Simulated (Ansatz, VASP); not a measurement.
# One calculation of GaP, two programs

Contents of INCAR:

```
PREC = Accurate
ENCUT = 520
EDIFF = 1E-8
ISMEAR = -1
SIGMA = 0.08
LREAL = F
LASPH = T
NELM = 60
ALGO = Normal
ISIF = 2
LWAVE = F
LCHARG = F
GGA = PS
LEFG = T
NBANDS = 16
```

The input KPOINTS:

```
Automatic mesh
0
Gamma
  12 12 12
```

POSCAR

```
GaP
1.0
    0.0000000000      2.7525025000      2.7252500000
    2.7525025000      0.0000000000      2.7252500000
    2.7525025000      2.7525025000      0.0000000000
Ga P
1 1
Direct
    0.0000000000      0.0000000000      0.0000000000
    0.7500000000      0.7500000000      0.7500000000
```

Input for Ansatz:

```yaml
crystal:
  lattice:
    - [0.0, 2.7525025, 2.72525]
    - [2.7525025, 0.0, 2.72525]
    - [2.7525025, 2.7525025, 0.0]
  atoms:
    - { symbol: Ga, position: [0.0, 0.0, 0.0] }
    - { symbol: P, position: [0.75, 0.75, 0.75] }
kpoints:
  mp_grid: { grid: [12, 12, 12] }
scf:
  occupations: { method: fermi_dirac, width: 0.08 }
hamiltonian:
  xc: pbesol
  pseudopotentials: { kind: all_electron, datasets: crystal }
output:
  forces: true
  stress: true
  eigenvalues: true
  efg: { contact_densities: true }
```

Change from the starting cell: equal xx and yy strain of +1 %, crystal datasets.

Alike in both runs: task electric field gradients; functional PBEsol; k mesh 12 × 12 × 12; occupations fermi-dirac, width 0.08 eV; no spin polarisation.

|  | VASP | Ansatz |
| --- | --- | --- |
| version | VASP 6.6.1 | Ansatz 0.2.0 |
| potentials or method | VASP PAW PBE potentials, release 64 (Ga_d, P), cutoff 520 eV | all-electron PAW with datasets made for the crystal, scalar-relativistic |

|  | VASP | Ansatz | Ansatz less VASP |
| --- | --- | --- | --- |
| pressure (GPa) | -2.2 | -2.1 | +0.03 |
| traceless stress, the component that is largest in VASP (GPa) | 0.48 | 0.48 | 0.000 |
| size of Vzz on the site where it differs most (V/Å²) | 1.7 | 2.0 | +0.28 |

VASP's potentials were made for PBE, not for PBEsol. Ansatz ran all-electron here, and VASP with PAW potentials.
